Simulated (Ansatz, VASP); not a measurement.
## Two plane-wave programs on AlN

The input POSCAR:

```
AlN
1.0
    0.0000000000      2.0857138494      2.1839935596
    2.0857138494      0.0000000000      2.1839935596
    2.0857138494      2.0857138494      0.0000000000
Al N
1 1
Direct
    0.0000000000      0.0000000000      0.0000000000
    0.7500000000      0.7500000000      0.7500000000
```

File INCAR.step1:

```
PREC = Accurate ; ENCUT = 520
ISMEAR = 0 ; SIGMA = 0.05
LREAL = F ; LASPH = T
NELM = 80 ; NBANDS = 11
GGA = PE ; ALGO = Normal
EDIFF = 1E-4 ; LWAVE = T
LCHARG = F
```

File INCAR.step2:

```
PREC = Accurate ; ENCUT = 520
EDIFF = 1E-6 ; ISMEAR = 0
SIGMA = 0.05 ; LREAL = F
LASPH = T ; NELM = 80
ALGO = Normal ; ISIF = 2
LWAVE = F ; LCHARG = F
METAGGA = R2SCAN ; LMIXTAU = T
NBANDS = 11 ; ISTART = 1
```

File KPOINTS:

```
Automatic mesh
0
Gamma
  10 10 10
```

Input for Ansatz:

```yaml
crystal:
  lattice:
    - [0.0, 2.0857138494, 2.1839935596]
    - [2.0857138494, 0.0, 2.1839935596]
    - [2.0857138494, 2.0857138494, 0.0]
  atoms:
    - { symbol: Al, position: [0.0, 0.0, 0.0] }
    - { symbol: "N", position: [0.75, 0.75, 0.75] }
basis:
  ecutwfc: 500
kpoints:
  mp_grid: { grid: [10, 10, 10] }
hamiltonian:
  xc: r2scan
scf:
  occupations: { method: gaussian, width: 0.05 }
output:
  forces: true
  stress: true
  eigenvalues: true
```

Change from the starting cell: strain -0.0450 x Voigt [1, 1, 0, 0, 0, 0], atoms carried along.

Alike in both runs: task single point; functional r2SCAN; k mesh 10 × 10 × 10; occupations gaussian, width 0.05 eV; no spin polarisation.

|  | VASP | Ansatz |
| --- | --- | --- |
| version | VASP 6.6.1 | Ansatz 0.2.0 |
| potentials or method | VASP PAW PBE potentials, release 64 (Al, N), cutoff 520 eV | scalar-relativistic, plane waves, PAW |
| valence electrons in the cell | 8 | 8 |

|  | VASP | Ansatz | Ansatz less VASP |
| --- | --- | --- | --- |
| gap on the k mesh at the Fermi level (eV) | 3.83 | 3.84 | +0.012 |
| least direct gap on the mesh (eV) | 5.69 | 5.65 | -0.045 |
| pressure (GPa) | 23.0 | 23.2 | +0.26 |
| traceless stress, the component that is largest in VASP (GPa) | -4.90 | -4.90 | +0.003 |

VASP's potentials were made for PBE, not for r2SCAN. The functional is the same, so the differences come from potentials, cutoffs and numerics.
